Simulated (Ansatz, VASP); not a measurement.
One calculation of Ga3As3CO, two programs

INCAR

```
SYSTEM = Ga3As3CO
PREC = Accurate
ENCUT = 520
EDIFF = 1E-6
ISMEAR = 0
SIGMA = 0.05
LREAL = .FALSE.
LASPH = .TRUE.
NELM = 80
ALGO = Normal
ISIF = 2
LWAVE = .FALSE.
LCHARG = .FALSE.
LDIPOL = .TRUE.
IDIPOL = 3
DIPOL = 0.5 0.5 0.323
GGA = PE
IVDW = 12
NBANDS = 42
```

The input KPOINTS:

```
Automatic mesh
0
G
  7 5 1
  0 0 0
```

File POSCAR:

```
Ga3As3CO
1.0
    4.0137031111      0.0000000000      0.0000000000
    0.0000000000      5.6762333751      0.0000000000
    0.0000000000      0.0000000000     23.3352699083
Ga As O C
3 3 1 1
Direct
    0.5000000000      0.5000000000      0.1714143447
    0.0000000000      0.0653835255      0.2680035048
    0.5000000000      0.4894639609      0.3228546357
    0.0000000000      0.2500000000      0.1714143447
    0.5000000000      0.8102208698      0.2504948966
    0.0000000000      0.2887573198      0.3593388866
    0.5000000000      0.4554239865      0.4964703624
    0.5000000000      0.4554239865      0.5457519865
```

Input for Ansatz:

```yaml
crystal:
  lattice:
    - [4.0137031111, 0.0, 0.0]
    - [0.0, 5.6762333751, 0.0]
    - [0.0, 0.0, 23.3352699083]
  atoms:
    - { symbol: Ga, position: [0.5, 0.5, 0.1714143447] }
    - { symbol: As, position: [0.0, 0.25, 0.1714143447] }
    - { symbol: Ga, position: [0.0, 0.0653835255, 0.2680035048] }
    - { symbol: As, position: [0.5, 0.8102208698, 0.2504948966] }
    - { symbol: Ga, position: [0.5, 0.4894639609, 0.3228546357] }
    - { symbol: As, position: [0.0, 0.2887573198, 0.3593388866] }
    - { symbol: O, position: [0.5, 0.4554239865, 0.4964703624] }
    - { symbol: C, position: [0.5, 0.4554239865, 0.5457519865] }
basis:
  ecutwfc: 420
kpoints:
  mp_grid: { grid: [7, 5, 1] }
hamiltonian:
  xc: pbe
  pseudopotentials: { kind: paw, azcp: { folder: soft_1 } }
  dispersion: d3bj
scf:
  occupations: { method: gaussian, width: 0.05 }
output:
  forces: true
  eigenvalues: true
  write_density: true
  write_potential: true
  elf: true
  volumetric_format: npy
efield:
  axis: 3
  dipole_correction: true
  ramp_width: 0.04
```

Alike in both runs: task single point; functional PBE; dispersion D3(BJ); k mesh 7 × 5 × 1; occupations gaussian, width 0.05 eV; no spin polarisation.

|  | VASP | Ansatz |
| --- | --- | --- |
| version | VASP 6.6.1 | Ansatz 0.2.0 |
| potentials or method | VASP PAW PBE potentials, release 64 (Ga_d, As, O, C), cutoff 520 eV | scalar-relativistic, plane waves, PAW |
| valence electrons in the cell | 64 | 94 |

```csv
,VASP,Ansatz,Ansatz less VASP
gap on the k mesh at the Fermi level (eV),0.40,0.41,+0.008
least direct gap on the mesh (eV),0.75,0.75,+0.003
rms of the force components (eV/Å),0.378,0.543,+0.1653
```

One of these differences is far larger than is usual between the two programs; its cause wasn't traced. VASP's potentials hold 64 valence electrons a cell and Ansatz's 94, so a difference there can come from the potentials and not from the codes. Ansatz's warnings: xc potential rough in thin density.

Noted on VASP's run: the standard files for N, O and F lose accuracy on very short bonds.
